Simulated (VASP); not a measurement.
# Mg3Sb2 (P-3m1) in VASP: notebook, part 2 of 2

VASP 6.6.1. The steps go on from the part before.

## Step 3: Single point, r2SCAN (26.97 Å³/atom)

This run uses another cell than the first one, of 26.97 Å³/atom.

POSCAR

```
Mg3Sb2
1.0
    4.6114733028      0.0000000000      0.0000000000
   -2.3057366514      3.9936530291      0.0000000000
    0.0000000000      0.0000000000      7.3213930555
Mg Sb
3 2
Direct
    0.3333333333      0.6666666667      0.6338483616
    0.6666666667      0.3333333333      0.3661516384
    0.0000000000      0.0000000000      0.0000000000
    0.3333333333      0.6666666667      0.2303533121
    0.6666666667      0.3333333333      0.7696466879
```

INCAR.step1

```
SYSTEM = Mg3Sb2
ALGO = Normal
EDIFF = 1E-5
ENCUT = 660
GGA = PE
GGA_COMPAT = .FALSE.
ISMEAR = 0
LASPH = .TRUE.
LCHARG = .FALSE.
LREAL = .FALSE.
LWAVE = .TRUE.
NBANDS = 16
NELM = 120
PREC = Accurate
SIGMA = 0.02
```

INCAR.step2

```
SYSTEM = Mg3Sb2
ALGO = Normal
EDIFF = 1E-6
ENCUT = 660
GGA_COMPAT = .FALSE.
ISIF = 2
ISMEAR = 0
ISTART = 1
LASPH = .TRUE.
LCHARG = .FALSE.
LMIXTAU = .TRUE.
LREAL = .FALSE.
LWAVE = .FALSE.
METAGGA = R2SCAN
NBANDS = 16
NELM = 120
PREC = Accurate
SIGMA = 0.02
```

KPOINTS

```
k-points
0
G
  6 6 4
  0 0 0
```

Potentials or basis: VASP PAW PBE potentials, release 64 (Mg, Sb).

The run is started by

```console
cat potpaw_PBE.64/Mg/POTCAR potpaw_PBE.64/Sb/POTCAR > POTCAR
cp INCAR.step1 INCAR
mpirun -np 1 vasp_std > vasp.out
cp INCAR.step2 INCAR
mpirun -np 1 vasp_std > vasp.out
```

OUTCAR:

```text
SYSTEM = Mg3Sb2
   EDIFF = 1E-6
   ENCUT = 660
   ISIF = 2
   ISMEAR = 0
   ISTART = 1
   LASPH = .TRUE.
   LREAL = .FALSE.
   METAGGA = R2SCAN
   NELM = 120
   PREC = Accurate

 ion  position               nearest neighbor table
   1  0.333  0.667  0.634-   5 2.84   5 2.84   5 2.84   4 2.95   2 3.31   2 3.31   2 3.31
   2  0.667  0.333  0.366-   4 2.84   4 2.84   4 2.84   5 2.95   1 3.31   1 3.31   1 3.31
   3  0.000  0.000  0.000-   4 3.15   5 3.15   5 3.15   4 3.15   5 3.15   4 3.15
   4  0.333  0.667  0.230-   2 2.84   2 2.84   2 2.84   1 2.95   3 3.15   3 3.15   3 3.15
   5  0.667  0.333  0.770-   1 2.84   1 2.84   1 2.84   2 2.95   3 3.15   3 3.15   3 3.15

  LATTYP: Found a hexagonal cell.
 ALAT       =     4.6114733028
 C/A-ratio  =     1.5876472821

  Lattice vectors:

 A1 = (   4.6114733028,   0.0000000000,   0.0000000000)
 A2 = (  -2.3057366514,   3.9936530291,   0.0000000000)
 A3 = (   0.0000000000,   0.0000000000,   7.3213930555)

Analysis of symmetry for initial positions (statically):
=====================================================================
 Subroutine PRICEL returns:
 Original cell was already a primitive cell.

 Routine SETGRP: Setting up the symmetry group for a
 hexagonal supercell.

 Subroutine GETGRP returns: Found 12 space group operations
 (whereof 12 operations were pure point group operations)
 out of a pool of 24 trial point group operations.

The static configuration has the point symmetry D_3d.

Analysis of symmetry for dynamics (positions and initial velocities):
=====================================================================
 Subroutine PRICEL returns:
 Original cell was already a primitive cell.

 Routine SETGRP: Setting up the symmetry group for a
 hexagonal supercell.

 Subroutine GETGRP returns: Found 12 space group operations
 (whereof 12 operations were pure point group operations)
 out of a pool of 24 trial point group operations.

The dynamic configuration has the point symmetry D_3d.

 Subroutine INISYM returns: Found 12 space group operations
 (whereof 12 operations are pure point group operations),
 and found     1 'primitive' translations

----------------------------------------------------------------------------------------

                                     Primitive cell

  volume of cell :     134.8353

  direct lattice vectors                    reciprocal lattice vectors
     4.611473303  0.000000000  0.000000000     0.216850437  0.125198658  0.000000000
    -2.305736651  3.993653029  0.000000000     0.000000000  0.250397316  0.000000000
     0.000000000  0.000000000  7.321393055     0.000000000  0.000000000  0.136586028

  length of vectors
     4.611473303  4.611473303  7.321393055     0.250397316  0.250397316  0.136586028

  position of ions in fractional coordinates (direct lattice)
     0.333333333  0.666666667  0.633848362
     0.666666667  0.333333333  0.366151638
     0.000000000  0.000000000  0.000000000
     0.333333333  0.666666667  0.230353312
     0.666666667  0.333333333  0.769646688

[... 30 lines left out ...]
 ===========================================

 Found     24 irreducible k-points:

 Following reciprocal coordinates:
            Coordinates               Weight
  0.000000  0.000000  0.000000      1.000000
  0.166667 -0.000000  0.000000      6.000000
  0.333333 -0.000000  0.000000      6.000000
  0.500000 -0.000000  0.000000      3.000000
  0.166667  0.166667  0.000000      6.000000
  0.333333  0.166667  0.000000     12.000000
[... 16 lines left out ...]
  0.333333  0.166667  0.500000     12.000000
  0.333333  0.333333  0.500000      2.000000
   k-points           NKPTS =     24   k-points in BZ     NKDIM =     24   number of bands    NBANDS=     16
   number of dos      NEDOS =    301   number of ions     NIONS =      5
   total plane-waves  NPLWV = 102400
   dimension x,y,z NGX =    40 NGY =   40 NGZ =   64
   dimension x,y,z NGXF=    80 NGYF=   80 NGZF=  128
   ions per type =               3   2
   NGX,Y,Z   is equivalent  to a cutoff of  14.42, 14.42, 14.53 a.u.
   NGXF,Y,Z  is equivalent  to a cutoff of  28.84, 28.84, 29.06 a.u.
 SYSTEM =  Mg3Sb2
   PREC   = accura    normal or accurate (medium, high low for compatibility)
   ISTART =      1    job   : 0-new  1-cont  2-samecut
   ICHARG =      0    charge: 1-file 2-atom 10-const
   ISPIN  =      1    spin polarized calculation?
   LNONCOLLINEAR =      F non collinear calculations
   LSORBIT =      F    spin-orbit coupling
   LASPH  =      T    aspherical Exc in radial PAW
   ENCUT  =  660.0 eV  48.51 Ry    6.96 a.u.   9.66  9.66 15.34*2*pi/ulx,y,z
   NELM   =    120;   NELMIN=  2; NELMDL=  0     # of ELM steps
   EDIFF  = 0.1E-05   stopping-criterion for ELM
   LREAL  =      F    real-space projection
   EDIFFG = 0.1E-04   stopping-criterion for IOM
   NSW    =      0    number of steps for IOM
   IBRION =     -1    ionic relax: 0-MD 1-quasi-New 2-CG
   NFREE  =      0    steps in history (QN), initial steepest desc. (CG)
   ISIF   =      2    stress and relaxation
   ISYM   =      2    0-nonsym 1-usesym 2-fastsym
   POTIM  = 0.5000    time-step for ionic-motion
   TEBEG  =    0.0;   TEEND  =   0.0 temperature during run
   PSTRESS=    0.0 pullay stress
   NELECT =      16.0000    total number of electrons
   NUPDOWN=      -1.0000    fix difference up-down
   EMIN   =  10.00;   EMAX   =-10.00  energy-range for DOS
   EFERMI =   0.00;   METHOD = LEGACY
   ISMEAR =     0;   SIGMA  =   0.02  broadening in eV -4-tet -1-fermi 0-gaus
   EFERMI_NEDOS =   21; number of points for ismear=-14 and -15
   IALGO  =     38    algorithm
   IMIX   =      4    mixing-type and parameters
     AMIX     =   0.40;   BMIX     =  1.00
     AMIX_MAG =   1.60;   BMIX_MAG =  1.00
  volume/ion in A,a.u.               =      26.97       181.98
  Fermi-wavevector in a.u.,A,eV,Ry     =   0.804477  1.520241  8.805460  0.647183
  Thomas-Fermi vector in A             =   1.912541
   LORBIT       =      0    0 simple, 1 ext, 2 COOP (PROOUT), +10 PAW based schemes
   METAGGA = R2SCAN    functional components
   LHFCALC =     F    Hartree Fock is set to
   AEXX    =    0.0000 exact exchange contribution
   IVDW    =     0    specifies the selected vdW correction
   LEPSILON=     F    determine dielectric tensor
   LRPA    =     F    only Hartree local field effects (RPA)
 non-spin polarized calculation
 Gauss-broadening in eV      SIGMA  =   0.02
  energy-cutoff  :      660.00
  volume of cell :      134.84
 maximum number of plane-waves:      5221
 NGX is ok and might be reduce to    40
   NGX = 19   NGY = 19   NGZ = 31

 number of electron      16.0000000 magnetization

 Free energy of the ion-electron system (eV)
  ---------------------------------------------------
  ext. energy  EPLUGINS =         0.00000000
  ---------------------------------------------------
  free energy    TOTEN  =       -66.23667504 eV

  energy without entropy =      -66.23667504  energy(sigma->0) =      -66.23667504

 E-fermi :   4.2352     XC(G=0):  -9.0623

 val. band max:        4.0934526775   @ k =   0.0000   0.0000   0.0000
 cond. band min:       4.6949793921   @ k =   0.3333   0.3333   0.0000
 fundamental gap:      0.6015267146
 Fermi energy:         4.2351827834

 k-point     1 :       0.0000    0.0000    0.0000
  band No.  band energies     occupation
      1      -6.4222      2.00000
      2      -5.1895      2.00000
      3      -0.7911      2.00000
      4       2.9961      2.00000
      5       2.9961      2.00000
      6       3.7064      2.00000
[... 433 lines left out ...]
      3      -0.1654      2.00000
      4      -0.1654      2.00000
      5       0.1902      2.00000
      6       0.7525      2.00000
[... 8 lines left out ...]
     15       9.7331      0.00000
     16      10.1042      0.00000

------------------------ aborting loop because EDIFF is reached ----------------------------------------

  FORCE on cell =-STRESS in cart. coord.  units (eV):
  Direction    XX          YY          ZZ          XY          YZ          ZX
  --------------------------------------------------------------------------------------
  -------------------------------------------------------------------------------------
  Total       -1.0933157     -1.0933157     -1.0595661     -0.0000000      0.0000000     -0.0000000
  in kB      -12.9912944    -12.9912944    -12.5902660     -0.0000000      0.0000000     -0.0000000
  external PRESSURE =     -12.8576183 kB  Pullay stress =       0.0000000 kB

 VOLUME and BASIS-vectors are now :
 -----------------------------------------------------------------------------
  energy-cutoff  :      660.00
  volume of cell :      134.84
      direct lattice vectors                 reciprocal lattice vectors
     4.611473303  0.000000000  0.000000000     0.216850437  0.125198658  0.000000000
    -2.305736651  3.993653029  0.000000000     0.000000000  0.250397316  0.000000000
     0.000000000  0.000000000  7.321393055     0.000000000  0.000000000  0.136586028

 POSITION                                       TOTAL-FORCE (eV/Angst)
 -----------------------------------------------------------------------------------
     -0.00000      2.66244      4.64065         0.000000     -0.000000     -0.001815
      2.30574      1.33122      2.68074        -0.000000      0.000000      0.001815
      0.00000      0.00000      0.00000        -0.000000      0.000000      0.000000
     -0.00000      2.66244      1.68651         0.000000      0.000000     -0.012320
      2.30574      1.33122      5.63489        -0.000000      0.000000      0.012320
 -----------------------------------------------------------------------------------
    total drift:                                0.000000     -0.000000      0.000000

  FREE ENERGIE OF THE ION-ELECTRON SYSTEM (eV)
  ---------------------------------------------------
  free  energy   TOTEN  =       -66.2366750425 eV

  energy  without entropy=      -66.2366750425  energy(sigma->0) =      -66.23667504
```

Wall time 3.4 min (1 thread of AMD EPYC 9R45 (Zen 5), shared host); peak memory 0.34 GiB.

Results:

```
Free energy            : -66.2367 eV
Pressure               : -1.3 GPa
Largest force          : 0.012 eV/Å
Band gap on the k mesh : 0.60 eV (least direct gap 1.64 eV)
```

Forces on the atoms (eV/Å):
```
Mg   0.000  0.000 -0.002
Mg   0.000  0.000  0.002
Mg   0.000  0.000  0.000
Sb   0.000  0.000 -0.012
Sb   0.000  0.000  0.012
```

Caveat: semilocal functionals underestimate gaps, and a narrow one can read as zero; the PAW data sets were made with another functional, which shifts forces and pressure a little; spin-orbit coupling is left out, which moves the levels of the heavy elements.

## Step 4: Single point, r2SCAN (27.75 Å³/atom)

This run uses another cell than the first one, of 27.75 Å³/atom.

POSCAR

```
Mg3Sb2
1.0
    4.6523906973      0.0000000000      0.0000000000
   -2.3261953487      4.0290885322      0.0000000000
    0.0000000000      0.0000000000      7.4026872844
Mg Sb
3 2
Direct
    0.3333333333      0.6666666667      0.6340511718
    0.6666666667      0.3333333333      0.3659488282
    0.0000000000      0.0000000000      0.0000000000
    0.3333333333      0.6666666667      0.2320122832
    0.6666666667      0.3333333333      0.7679877168
```

INCAR.step1

```
PREC = Accurate ; ENCUT = 660
ISMEAR = 0 ; SIGMA = 0.02
LREAL = False ; LASPH = True
NELM = 120 ; NBANDS = 16
GGA = PE ; ALGO = Normal
EDIFF = 1E-5 ; LWAVE = True
LCHARG = False ; GGA_COMPAT = False
```

INCAR.step2

```
PREC = Accurate ; ENCUT = 660
EDIFF = 1E-6 ; ISMEAR = 0
SIGMA = 0.02 ; LREAL = False
LASPH = True ; NELM = 120
ALGO = Normal ; ISIF = 2
LWAVE = False ; LCHARG = False
METAGGA = R2SCAN ; LMIXTAU = True
NBANDS = 16 ; ISTART = 1
GGA_COMPAT = False
```

KPOINTS

```
regular mesh
0
Gamma
  6 6 4
```

The run is started by

```console
cat potpaw_PBE.64/Mg/POTCAR potpaw_PBE.64/Sb/POTCAR > POTCAR
cp INCAR.step1 INCAR
mpirun -np 1 vasp_std > vasp.out
cp INCAR.step2 INCAR
mpirun -np 1 vasp_std > vasp.out
```

Run time: 3.3 min. Hardware: 1 thread of AMD EPYC 9R45 (Zen 5), shared host; peak memory 0.35 GiB.

Results (log left out):

* Free energy: -66.1911 eV
* Pressure: -2.4 GPa
* Largest force: 0.010 eV/Å
* Band gap on the k mesh: 0.63 eV (least direct gap 1.50 eV)

Forces in eV/Å, atoms in the order of the input:
```
Mg   0.000  0.000 -0.001
Mg   0.000  0.000  0.001
Mg   0.000  0.000  0.000
Sb   0.000  0.000 -0.010
Sb   0.000  0.000  0.010
```

Levels at points of the mesh, in eV from the valence-band top:
```tsv
k point	band 4	band 5	band 6	band 7	band 8	band 9	band 10	band 11	band 12	band 13
(0.00, 0.00, 0.00)	-1.04	-1.04	-0.35	-0.35	0.00	1.50	1.72	3.43	3.43	4.29
(0.50, 0.00, 0.00)	-3.65	-3.07	-2.20	-2.04	-0.87	0.85	2.37	2.48	3.21	5.40
(0.00, 0.00, 0.50)	-2.84	-0.77	-0.77	-0.64	-0.64	2.24	2.30	3.10	3.10	3.97
(0.50, 0.00, 0.50)	-4.43	-1.71	-1.62	-1.59	-1.44	0.79	1.74	2.14	2.71	4.96
```

Caveat: semilocal functionals underestimate gaps, and a narrow one can read as zero; the PAW data sets were made with another functional, which shifts forces and pressure a little; spin-orbit coupling is left out, which moves the levels of the heavy elements.

## Step 5: Relaxation of shape and atoms at fixed volume, r2SCAN (24.61 Å³/atom)

This run uses another cell than the first one, of 24.61 Å³/atom.

POSCAR

```
Mg3Sb2
1.0
    4.4784910550      0.0000000000      0.0000000000
   -2.2392455275      3.8784870242      0.0000000000
    0.0000000000      0.0000000000      7.0843551846
Mg Sb
3 2
Direct
    0.3333333333      0.6666666667      0.6335335887
    0.6666666667      0.3333333333      0.3664664113
    0.0000000000      0.0000000000      0.0000000000
    0.3333333333      0.6666666667      0.2271262861
    0.6666666667      0.3333333333      0.7728737139
```

INCAR.step1

```
  ALGO = Normal
  EDIFF = 1E-5
  EDIFFG = -0.005
  ENCUT = 660
  GGA = PE
  GGA_COMPAT = False
  IBRION = 2
  ISIF = 3
  ISMEAR = 0
  LASPH = True
  LCHARG = False
  LREAL = False
  LWAVE = True
  NELM = 120
  NELMIN = 4
  NSW = 100
  PREC = Accurate
  SIGMA = 0.02
```

INCAR.step2

```
  ALGO = Normal
  EDIFF = 1E-7
  EDIFFG = -0.01
  ENCUT = 660
  GGA_COMPAT = False
  IBRION = 2
  ISIF = 4
  ISMEAR = 0
  ISTART = 1
  LASPH = True
  LCHARG = False
  LMIXTAU = True
  LREAL = False
  LWAVE = False
  METAGGA = R2SCAN
  NELM = 120
  NELMIN = 4
  NSW = 50
  PREC = Accurate
  SIGMA = 0.02
```

KPOINTS

```
k-points
0
Gamma
  6 6 4
```

The run is started by

```console
cat potpaw_PBE.64/Mg/POTCAR potpaw_PBE.64/Sb/POTCAR > POTCAR
cp INCAR.step1 INCAR
mpirun -np 1 vasp_std > vasp.out
cp INCAR.step2 INCAR
mpirun -np 1 vasp_std > vasp.out
```

Run time: 11 min. Hardware: 1 thread of AMD EPYC 9R45 (Zen 5), shared host; peak memory 0.32 GiB.

It converged, with:

- Free energy: -66.1783 eV
- Energy gained by relaxing: 0.3 meV/atom
- Ionic steps: 5
- Pressure after relaxing: 3.2 GPa
- Largest force after relaxing: 0.010 eV/Å
- Band gap on the k mesh: 0.46 eV (least direct gap 1.76 eV)

Forces on the atoms (eV/Å):
```
Mg   0.000  0.000 -0.010
Mg   0.000  0.000  0.010
Mg   0.000  0.000  0.000
Sb   0.000  0.000  0.001
Sb   0.000  0.000 -0.001
```

The path:
| step | energy change (eV) | largest force (eV/Å) | pressure (GPa) | volume (Å³) |
| --- | --- | --- | --- | --- |
| 1 | 0.0000 | 0.0997 | 3.35 | 123.05 |
| 2 | -0.0009 | 0.0646 | 3.31 | 123.05 |
| 3 | -0.0013 | 0.0320 | 3.21 | 123.05 |
| 4 | -0.0015 | 0.0101 | 3.24 | 123.05 |
| 5 | -0.0015 | 0.0099 | 3.24 | 123.05 |

Final structure:
```
Mg Sb
1.0
     4.48283    0.00000    0.00000
    -2.24142    3.88225    0.00000
     0.00000    0.00000    7.07064
Mg Sb
3 2
Direct
  0.33333 0.66667 0.63318
  0.66667 0.33333 0.36682
  0.00000 0.00000 0.00000
  0.33333 0.66667 0.22521
  0.66667 0.33333 0.77479
```

Levels at points of the mesh, in eV from the valence-band top:
| k point | band 4 | band 5 | band 6 | band 7 | band 8 | band 9 | band 10 | band 11 | band 12 |
| --- | --- | --- | --- | --- | --- | --- | --- | --- | --- |
| (0.00, 0.00, 0.00) | -1.31 | -1.31 | -0.51 | -0.51 | 0.00 | 1.80 | 2.08 | 3.37 | 3.37 |
| (0.50, 0.00, 0.00) | -4.12 | -3.61 | -2.63 | -2.40 | -1.06 | 0.69 | 2.44 | 2.49 | 3.07 |
| (0.00, 0.00, 0.50) | -3.22 | -0.93 | -0.93 | -0.91 | -0.91 | 2.29 | 2.62 | 2.99 | 2.99 |
| (0.50, 0.00, 0.50) | -5.05 | -2.15 | -1.88 | -1.80 | -1.74 | 0.93 | 1.59 | 2.15 | 2.43 |

Caveat: semilocal functionals underestimate gaps, and a narrow one can read as zero; the PAW data sets were made with another functional, which shifts forces and pressure a little; spin-orbit coupling is left out, which moves the levels of the heavy elements. A k mesh can miss the band edges.

## Step 6: Summary

| task | cell | gap on the mesh (eV) | pressure (GPa) | largest force (eV/Å) |
| --- | --- | --- | --- | --- |
| single point | a = 4.569, b = 4.569, c = 7.240 Å, angles 90.0, 90.0, 120.0°, 5 atoms, atomic positions A | 0.56 | 0.0 | 0.02 |
| single point | a = 4.611, b = 4.611, c = 7.321 Å, angles 90.0, 90.0, 120.0°, 5 atoms, atomic positions B | 0.60 | -1.3 | 0.01 |
| single point | a = 4.652, b = 4.652, c = 7.403 Å, angles 90.0, 90.0, 120.0°, 5 atoms, atomic positions C | 0.63 | -2.4 | 0.01 |
| relaxation of shape and atoms at fixed volume | relaxed from a = 4.478, b = 4.478, c = 7.084 Å, angles 90.0, 90.0, 120.0°, 5 atoms, atomic positions D | 0.46 | 3.2 | 0.01 |

Alike in all rows: level r2SCAN; potentials or basis VASP PAW PBE potentials, release 64 (Mg, Sb); no spin polarisation; k mesh 6 × 6 × 4; cutoff (eV) 660; smearing gaussian 0.02 eV.

Caveats: semilocal functionals underestimate gaps, and a narrow one can read as zero; the PAW data sets were made with another functional, which shifts forces and pressure a little; spin-orbit coupling is left out, which moves the levels of the heavy elements.

Total energies depend on the potentials used, so only differences within one code and one set of settings carry meaning.
